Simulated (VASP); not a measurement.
# Ru (Fm-3m) in VASP: a series of runs

The runs below take Ru through electric field gradients, with PBE.

Everything below comes from runs of VASP 6.6.1. Logs are shortened: lines on timing, memory, paths and dates and some standing lists are left out, and cuts for length are marked.

## 1. The cell of the first run

The structure is cubic, space group Fm-3m (No. 225). Conventional cell: a = 3.830 Å, b = 3.830 Å, c = 3.830 Å, α = 90.00°, β = 90.00°, γ = 90.00°. Within 3.6 Å of Ru (site symmetry m-3m) lie 12 Ru at 2.71 Å.

## 2. Electric field gradients, PBE

INCAR

```
ALGO     = Normal         # electronic algorithm
EDIFF    = 1E-8           # SCF threshold, eV
ENCUT    = 520            # plane-wave cutoff, eV
GGA      = PE             # functional
ISIF     = 2              # what is computed and relaxed
ISMEAR   = -1             # smearing method
LASPH    = T              # aspherical terms in the spheres
LCHARG   = F              # write CHGCAR
LEFG     = T            
LREAL    = F              # projectors in reciprocal space
LWAVE    = F              # write WAVECAR
NBANDS   = 13             # bands
NELM     = 100            # most SCF steps
PREC     = Accurate       # precision mode
SIGMA    = 0.05           # smearing width, eV
```

KPOINTS

```
k-points
0
Gamma
  16 16 16
```

POSCAR

```
Ru
1.0
    0.0000000000      1.9150000000      1.9150000000
    1.9150000000      0.0000000000      1.9150000000
    1.9150000000      1.9150000000      0.0000000000
Ru
1
Direct
    0.0000000000      0.0000000000      0.0000000000
```

Potentials or basis: VASP PAW PBE potentials, release 64 (Ru_pv).

On the command line:

```sh
> cat potpaw_PBE.64/Ru_pv/POTCAR > POTCAR
> mpirun -np 1 vasp_std > vasp.out
```

OUTCAR:

```text
EDIFF = 1E-8
   ENCUT = 520
   GGA = PE
   ISIF = 2
   ISMEAR = -1
   LASPH = T
   LREAL = F
   NELM = 100
   PREC = Accurate

 ion  position               nearest neighbor table
   1  0.000  0.000  0.000-

  LATTYP: Found a face centered cubic cell.
 ALAT       =     3.8300000000

  Lattice vectors:

 A1 = (   0.0000000000,   1.9150000000,   1.9150000000)
 A2 = (   1.9150000000,   0.0000000000,   1.9150000000)
 A3 = (   1.9150000000,   1.9150000000,   0.0000000000)

Analysis of symmetry for initial positions (statically):
=====================================================================
 Subroutine PRICEL returns:
 Original cell was already a primitive cell.

 Routine SETGRP: Setting up the symmetry group for a
 face centered cubic supercell.

 Subroutine GETGRP returns: Found 48 space group operations
 (whereof 48 operations were pure point group operations)
 out of a pool of 48 trial point group operations.

The static configuration has the point symmetry O_h .

Analysis of symmetry for dynamics (positions and initial velocities):
=====================================================================
 Subroutine PRICEL returns:
 Original cell was already a primitive cell.

 Routine SETGRP: Setting up the symmetry group for a
 face centered cubic supercell.

 Subroutine GETGRP returns: Found 48 space group operations
 (whereof 48 operations were pure point group operations)
 out of a pool of 48 trial point group operations.

The dynamic configuration has the point symmetry O_h .

 Subroutine INISYM returns: Found 48 space group operations
 (whereof 48 operations are pure point group operations),
 and found     1 'primitive' translations

----------------------------------------------------------------------------------------

                                     Primitive cell

  volume of cell :      14.0455

  direct lattice vectors                    reciprocal lattice vectors
     0.000000000  1.915000000  1.915000000    -0.261096606  0.261096606  0.261096606
     1.915000000  0.000000000  1.915000000     0.261096606 -0.261096606  0.261096606
     1.915000000  1.915000000  0.000000000     0.261096606  0.261096606 -0.261096606

  length of vectors
     2.708218972  2.708218972  2.708218972     0.452232587  0.452232587  0.452232587

  position of ions in fractional coordinates (direct lattice)
     0.000000000  0.000000000  0.000000000

  ion indices of the primitive-cell ions
   primitive index   ion index
                 1           1

----------------------------------------------------------------------------------------

 KPOINTS: k-points

Automatic generation of k-mesh.
 Grid dimensions read from file:
 generate k-points for:   16   16   16

 Generating k-lattice:

  Cartesian coordinates                     Fractional coordinates (reciprocal lattice)
    -0.016318538  0.016318538  0.016318538     0.062500000  0.000000000  0.000000000
     0.016318538 -0.016318538  0.016318538     0.000000000  0.062500000  0.000000000
     0.016318538  0.016318538 -0.016318538     0.000000000  0.000000000  0.062500000

  Length of vectors
     0.028264537  0.028264537  0.028264537

  Shift w.r.t. Gamma in fractional coordinates (k-lattice)
     0.000000000  0.000000000  0.000000000

 Subroutine IBZKPT returns following result:
 ===========================================

 Found    145 irreducible k-points:

 Following reciprocal coordinates:
            Coordinates               Weight
  0.000000  0.000000  0.000000      1.000000
  0.062500  0.000000  0.000000      8.000000
  0.125000  0.000000  0.000000      8.000000
  0.187500  0.000000  0.000000      8.000000
  0.250000  0.000000  0.000000      8.000000
  0.312500  0.000000  0.000000      8.000000
[... 16 lines left out ...]
 -0.125000  0.062500  0.000000     24.000000
 -0.062500  0.062500  0.000000     12.000000
 [... further k-points ...]
   k-points           NKPTS =    145   k-points in BZ     NKDIM =    145   number of bands    NBANDS=     13
   number of dos      NEDOS =    301   number of ions     NIONS =      1
   total plane-waves  NPLWV =   8000
   dimension x,y,z NGX =    20 NGY =   20 NGZ =   20
   dimension x,y,z NGXF=    40 NGYF=   40 NGZF=   40
   ions per type =               1
   NGX,Y,Z   is equivalent  to a cutoff of  12.28, 12.28, 12.28 a.u.
   NGXF,Y,Z  is equivalent  to a cutoff of  24.55, 24.55, 24.55 a.u.
 SYSTEM =  unknown system
   PREC   = accura    normal or accurate (medium, high low for compatibility)
   ISTART =      0    job   : 0-new  1-cont  2-samecut
   ICHARG =      2    charge: 1-file 2-atom 10-const
   ISPIN  =      1    spin polarized calculation?
   LNONCOLLINEAR =      F non collinear calculations
   LSORBIT =      F    spin-orbit coupling
   LASPH  =      T    aspherical Exc in radial PAW
   ENCUT  =  520.0 eV  38.22 Ry    6.18 a.u.   5.04  5.04  5.04*2*pi/ulx,y,z
   NELM   =    100;   NELMIN=  2; NELMDL= -5     # of ELM steps
   EDIFF  = 0.1E-07   stopping-criterion for ELM
   LREAL  =      F    real-space projection
   EDIFFG = 0.1E-06   stopping-criterion for IOM
   NSW    =      0    number of steps for IOM
   IBRION =     -1    ionic relax: 0-MD 1-quasi-New 2-CG
   NFREE  =      0    steps in history (QN), initial steepest desc. (CG)
   ISIF   =      2    stress and relaxation
   ISYM   =      2    0-nonsym 1-usesym 2-fastsym
   POTIM  = 0.5000    time-step for ionic-motion
   TEBEG  =    0.0;   TEEND  =   0.0 temperature during run
   PSTRESS=    0.0 pullay stress
   NELECT =      14.0000    total number of electrons
   NUPDOWN=      -1.0000    fix difference up-down
   EMIN   =  10.00;   EMAX   =-10.00  energy-range for DOS
   EFERMI =   0.00;   METHOD = LEGACY
   ISMEAR =    -1;   SIGMA  =   0.05  broadening in eV -4-tet -1-fermi 0-gaus
   EFERMI_NEDOS =   21; number of points for ismear=-14 and -15
   IALGO  =     38    algorithm
   IMIX   =      4    mixing-type and parameters
     AMIX     =   0.40;   BMIX     =  1.00
     AMIX_MAG =   1.60;   BMIX_MAG =  1.00
  volume/ion in A,a.u.               =      14.05        94.78
  Fermi-wavevector in a.u.,A,eV,Ry     =   1.635330  3.090326 36.386117  2.674304
  Thomas-Fermi vector in A             =   2.726821
   LORBIT       =      0    0 simple, 1 ext, 2 COOP (PROOUT), +10 PAW based schemes
   GGA     = PE    functional components
   LHFCALC =     F    Hartree Fock is set to
   AEXX    =    0.0000 exact exchange contribution
   IVDW    =     0    specifies the selected vdW correction
   LEPSILON=     F    determine dielectric tensor
   LRPA    =     F    only Hartree local field effects (RPA)
 non-spin polarized calculation
  energy-cutoff  :      520.00
  volume of cell :       14.05
 maximum number of plane-waves:       391
   NGX =  9   NGY =  9   NGZ =  9

 number of electron      13.9999998 magnetization

 Free energy of the ion-electron system (eV)
  ---------------------------------------------------
  ext. energy  EPLUGINS =         0.00000000
  ---------------------------------------------------
  free energy    TOTEN  =        -9.12158557 eV

  energy without entropy =       -9.11169262  energy(sigma->0) =       -9.11663910

 E-fermi :  12.1831     XC(G=0): -13.9090

 val. band max:       12.1809987332   @ k =   0.2500   0.0000   0.0000
 cond. band min:      12.1963187806   @ k =   0.5000   0.0625   0.0000
 fundamental gap:      0.0153200473
 Fermi energy:        12.1831303171

 k-point     1 :       0.0000    0.0000    0.0000
  band No.  band energies     occupation
      1     -30.2779      2.00000
      2     -30.2779      2.00000
      3     -30.2779      2.00000
      4       4.4421      2.00000
      5       9.6940      2.00000
      6       9.6940      2.00000
      7       9.6940      2.00000
      8      12.0197      1.92661
      9      12.0197      1.92661
     10      22.7224      0.00000
     11      27.2228      0.00000
     12      32.7834      0.00000
     13      32.7834      0.00000

 k-point     2 :       0.0625    0.0000    0.0000
  band No.  band energies     occupation
      1     -30.3158      2.00000
      2     -30.2829      2.00000
      3     -30.2829      2.00000
      4       4.6035      2.00000
      5       9.6114      2.00000
      6       9.7610      2.00000
      7       9.7610      2.00000
      8      11.9777      1.96768
      9      11.9777      1.96768
     10      22.7222      0.00000
     11      27.4878      0.00000
     12      31.9825      0.00000
     13      33.0419      0.00000

 k-point     3 :       0.1250    0.0000    0.0000
  band No.  band energies     occupation
      1     -30.4232      2.00000
      2     -30.2970      2.00000
      3     -30.2970      2.00000
      4       5.0588      2.00000
      5       9.4150      2.00000
      6       9.9280      2.00000
      7       9.9280      2.00000
      8      11.8963      1.99356
      9      11.8963      1.99356
     10      22.7222      0.00000
     11      28.1900      0.00000
     12      30.4178      0.00000
     13      33.7895      0.00000
[... 305 lines left out ...]
 k-point    23 :      -0.1250    0.0625    0.0000
  band No.  band energies     occupation
      1     -30.4866      2.00000
      2     -30.3328      2.00000
      3     -30.2963      2.00000
      4       5.3930      2.00000
      5       9.2347      2.00000
      6      10.0491      2.00000
      7      10.0771      2.00000
      8      11.6105      1.99998
      9      12.1241      1.53040
     10      22.7221      0.00000
     11      28.6784      0.00000
     12      29.8586      0.00000
     13      33.3870      0.00000

 k-point    24 :      -0.0625    0.0625    0.0000
  band No.  band energies     occupation
      1     -30.3690      2.00000
      2     -30.3050      2.00000
      3     -30.2847      2.00000
      4       4.8644      2.00000
      5       9.4601      2.00000
      6       9.8530      2.00000
      7       9.9044      2.00000
      8      11.7980      1.99910
      9      12.0426      1.88654
     10      22.7222      0.00000
     11      27.9048      0.00000
     12      31.2194      0.00000
     13      32.9567      0.00000

 [... further k-points ...]
[... 5 lines left out ...]
  --------------------------------------------------------------------------------------
  -------------------------------------------------------------------------------------
  Total       -0.3995101     -0.3995101     -0.3995101     -0.0000000     -0.0000000     -0.0000000
  in kB      -45.5724083    -45.5724083    -45.5724083     -0.0000000     -0.0000000     -0.0000000
  external PRESSURE =     -45.5724083 kB  Pullay stress =       0.0000000 kB

 VOLUME and BASIS-vectors are now :
 -----------------------------------------------------------------------------
  energy-cutoff  :      520.00
  volume of cell :       14.05
      direct lattice vectors                 reciprocal lattice vectors
     0.000000000  1.915000000  1.915000000    -0.261096606  0.261096606  0.261096606
     1.915000000  0.000000000  1.915000000     0.261096606 -0.261096606  0.261096606
     1.915000000  1.915000000  0.000000000     0.261096606  0.261096606 -0.261096606

 POSITION                                       TOTAL-FORCE (eV/Angst)
 -----------------------------------------------------------------------------------
      0.00000      0.00000      0.00000         0.000000     -0.000000      0.000000
 -----------------------------------------------------------------------------------
    total drift:                               -0.000000     -0.000000     -0.000000

  FREE ENERGIE OF THE ION-ELECTRON SYSTEM (eV)
  ---------------------------------------------------
  free  energy   TOTEN  =        -9.1215855688 eV

  energy  without entropy=       -9.1116926227  energy(sigma->0) =       -9.11663910

 Electric field gradients (V/A^2)
---------------------------------------------------------------------
 ion       V_xx      V_yy      V_zz      V_xy      V_xz      V_yz
---------------------------------------------------------------------
   1       0.000    -0.000    -0.000    -0.000    -0.000    -0.000
---------------------------------------------------------------------

 Electric field gradients after diagonalization (V/A^2)
 (convention: |V_zz| > |V_xx| > |V_yy|)
----------------------------------------------------------------------
 ion       V_xx      V_yy      V_zz     asymmetry (V_yy - V_xx)/ V_zz
----------------------------------------------------------------------
   1       0.000     0.000    -0.000       0.000
----------------------------------------------------------------------

           NMR quadrupolar parameters

 Cq : quadrupolar parameter    Cq=e*Q*V_zz/h
 eta: asymmetry parameters     (V_yy - V_xx)/ V_zz
 Q  : nuclear electric quadrupole moment in mb (millibarn)
----------------------------------------------------------------------
 ion       Cq(MHz)       eta       Q (mb)
----------------------------------------------------------------------
   1      -0.000       0.000       1.000
----------------------------------------------------------------------
```

It took 15 s on 1 thread of AMD EPYC 9R45 (Zen 5), shared host; peak memory 0.11 GiB.

What came out:

| Item | Value |
| --- | --- |
| Free energy | -9.1216 eV |
| Pressure | -4.6 GPa |
| Band gap on the k mesh | zero (band 7 reaches 14.28 eV, above the bottom of band 8 at 10.87 eV) |

Caveat: without QUAD_EFG the Cq values of the log hold for a quadrupole moment of 1 mb, not for the nuclei.

## 3. Electric field gradients, PBE

INCAR

```
SYSTEM = Ru
  PREC = Accurate
  ENCUT = 520
  EDIFF = 1E-8
  ISMEAR = -1
  SIGMA = 0.05
  LREAL = .FALSE.
  LASPH = .TRUE.
  NELM = 60
  ALGO = Normal
  ISIF = 2
  LWAVE = .FALSE.
  LCHARG = .FALSE.
  GGA = PE
  LEFG = .TRUE.
  NBANDS = 13
```

KPOINTS

```
regular mesh
0
G
  16 16 16
  0 0 0
```

POSCAR is that of step 2.

Potentials or basis: VASP PAW PBE potentials, release 64 (Ru_pv).

On the command line:

```sh
> cat potpaw_PBE.64/Ru_pv/POTCAR > POTCAR
> mpirun -np 1 vasp_std > vasp.out
```

OUTCAR:

```text
SYSTEM = Ru
   PREC = Accurate
   ENCUT = 520
   EDIFF = 1E-8
   ISMEAR = -1
   LREAL = .FALSE.
   LASPH = .TRUE.
   NELM = 60
   ISIF = 2
   GGA = PE

 ion  position               nearest neighbor table
   1  0.000  0.000  0.000-

  LATTYP: Found a face centered cubic cell.
 ALAT       =     3.8300000000

  Lattice vectors:

 A1 = (   0.0000000000,   1.9150000000,   1.9150000000)
 A2 = (   1.9150000000,   0.0000000000,   1.9150000000)
 A3 = (   1.9150000000,   1.9150000000,   0.0000000000)

[... 587 lines left out ...]
    total drift:                               -0.000000     -0.000000     -0.000000

  FREE ENERGIE OF THE ION-ELECTRON SYSTEM (eV)
  ---------------------------------------------------
  free  energy   TOTEN  =        -9.1215855688 eV

  energy  without entropy=       -9.1116926227  energy(sigma->0) =       -9.11663910

 Electric field gradients (V/A^2)
---------------------------------------------------------------------
 ion       V_xx      V_yy      V_zz      V_xy      V_xz      V_yz
---------------------------------------------------------------------
   1       0.000    -0.000    -0.000    -0.000    -0.000    -0.000
---------------------------------------------------------------------

 Electric field gradients after diagonalization (V/A^2)
 (convention: |V_zz| > |V_xx| > |V_yy|)
----------------------------------------------------------------------
 ion       V_xx      V_yy      V_zz     asymmetry (V_yy - V_xx)/ V_zz
----------------------------------------------------------------------
   1       0.000     0.000    -0.000       0.000
----------------------------------------------------------------------

           NMR quadrupolar parameters

 Cq : quadrupolar parameter    Cq=e*Q*V_zz/h
 eta: asymmetry parameters     (V_yy - V_xx)/ V_zz
 Q  : nuclear electric quadrupole moment in mb (millibarn)
----------------------------------------------------------------------
 ion       Cq(MHz)       eta       Q (mb)
----------------------------------------------------------------------
   1      -0.000       0.000       1.000
----------------------------------------------------------------------
```

stdout:

```text
POSCAR found type information on POSCAR Ru
 POSCAR found :  1 types and       1 ions
 scaLAPACK will be used
 LDA part: xc-table for (Slater+PW92), standard interpolation
 POSCAR, INCAR and KPOINTS ok, starting setup
 FFT: planning ... GRIDC
 FFT: planning ... GRID_SOFT
 FFT: planning ... GRID
 WAVECAR not read
 entering main loop
ion   1
```

It took 16 s on 1 thread of AMD EPYC 9R45 (Zen 5), shared host; peak memory 0.11 GiB.

Results:

| Quantity | Value |
| --- | --- |
| Free energy | -9.1216 eV |
| Pressure | -4.6 GPa |
| Band gap on the k mesh | zero (band 7 reaches 14.28 eV, above the bottom of band 8 at 10.87 eV) |

Caveat: without QUAD_EFG the Cq values of the log hold for a quadrupole moment of 1 mb, not for the nuclei.

(Continued in part 2 of 2.)
